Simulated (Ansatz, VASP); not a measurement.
# Ge in VASP and in Ansatz

Contents of INCAR:

```
PREC = Accurate ; ENCUT = 520
EDIFF = 1E-7 ; ISMEAR = -1
SIGMA = 0.05 ; LREAL = F
LASPH = T ; NELM = 80
ALGO = Normal ; ISIF = 2
LWAVE = F ; LCHARG = F
GGA = PE ; NBANDS = 21
```

KPOINTS

```
Automatic mesh
0
Gamma
  10 10 10
```

Contents of POSCAR:

```
Ge
1.0
    0.0000000000      2.8287700000      2.8287700000
    2.8287700000      0.0000000000      2.8287700000
    2.8287700000      2.8287700000      0.0000000000
Ge
2
Direct
    0.5053026580      0.5053026580      0.4946973420
    0.7500000000      0.7500000000      0.7500000000
```

Input for Ansatz:

```yaml
crystal:
  lattice:
    - [0.0, 2.82877, 2.82877]
    - [2.82877, 0.0, 2.82877]
    - [2.82877, 2.82877, 0.0]
  atoms:
    - { symbol: Ge, position: [0.505302658, 0.505302658, 0.494697342] }
    - { symbol: Ge, position: [0.75, 0.75, 0.75] }
kpoints:
  mp_grid: { grid: [10, 10, 10] }
scf:
  occupations: { method: fermi_dirac, width: 0.05 }
hamiltonian:
  xc: pbe
  pseudopotentials: { kind: all_electron, lapw: { basis_error: 0.00025 } }
output:
  forces: true
  stress: true
  eigenvalues: true
```

Alike in both runs: task single point; functional PBE; k mesh 10 × 10 × 10; occupations fermi-dirac, width 0.05 eV; no spin polarisation.

|  | VASP | Ansatz |
| --- | --- | --- |
| version | VASP 6.6.1 | Ansatz 0.2.0 |
| potentials or method | VASP PAW PBE potentials, release 64 (Ge_d), cutoff 520 eV | all-electron LAPW, scalar-relativistic |

VASP gave:

| Quantity | Value |
| --- | --- |
| pressure (GPa) | 3.6 |
| traceless stress, the component that is largest in VASP (GPa) | 0.98 |
| rms of the force components (eV/Å) | 0.197 |

What did Ansatz give for the same quantities?

Pressure (GPa): 3.7; traceless stress, the component that is largest in VASP (GPa): 0.99; rms of the force components (eV/Å): 0.197.

Atom by atom the forces differ by 0.000 eV/Å (rms over components). Ansatz ran all-electron here, and VASP with PAW potentials.
